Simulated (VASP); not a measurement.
Wanted: the native input for a VASP 6.6.1 run.

```yaml
Task: single point
Functional: LDA
Potentials_or_basis: VASP PAW LDA potentials, release 64 (Si)
Cutoff: 520 eV
k_mesh: 14 × 14 × 14
Occupations: gaussian, width 0.15 eV
Spin: no spin polarisation
Dipole_correction: no
Further_INCAR_settings: ALGO = Normal; EDIFF = 1e-06; NBANDS = 16
```

The structure of Si lies in POSCAR:

```
Si
1.0
    0.0992757846      2.6473542551      4.5885893296
    2.4320087322      0.0912003275      4.5885893296
    2.5312845168      2.7385545826      0.0000000000
Si
4
Direct
    0.7297169282      0.2702830718      0.7297169282
    0.2702830718      0.7297169282      0.2702830718
    0.7744251954      0.7744251954      0.2255748046
    0.2255748046      0.2255748046      0.7744251954
```

This cell differs from its parent crystal: strain +0.0750 x Voigt [0, 0, 0, 0, 0, 1].

One way to write it, as run:

INCAR

```
SYSTEM = Si
PREC = Accurate
ENCUT = 520
EDIFF = 1E-6
ISMEAR = 0
SIGMA = 0.15
LREAL = .False.
LASPH = .True.
NELM = 80
ALGO = Normal
ISIF = 2
LWAVE = .False.
LCHARG = .False.
GGA = CA
NBANDS = 16
```

KPOINTS

```
Automatic mesh
0
Gamma
  14 14 14
  0 0 0
```

Potentials or basis: VASP PAW LDA potentials, release 64 (Si).

The run is started by

```console
$ cat potpaw_LDA.64/Si/POTCAR > POTCAR
$ mpirun -np 1 vasp_std > vasp.out
```

It gave:

* Pressure: 0.1 GPa
* Largest force: 0.022 eV/Å
* Band gap on the k mesh: zero (bands 8 and 9 overlap by 4.01 eV)

Caveat: the cell differs from its parent crystal (strain +0.0750 x Voigt [0, 0, 0, 0, 0, 1]).

Run time: 4.5 min on 1 thread of Intel(R) Xeon(R) 6975P-C (Granite Rapids) (shared host), peak memory 0.55 GiB.
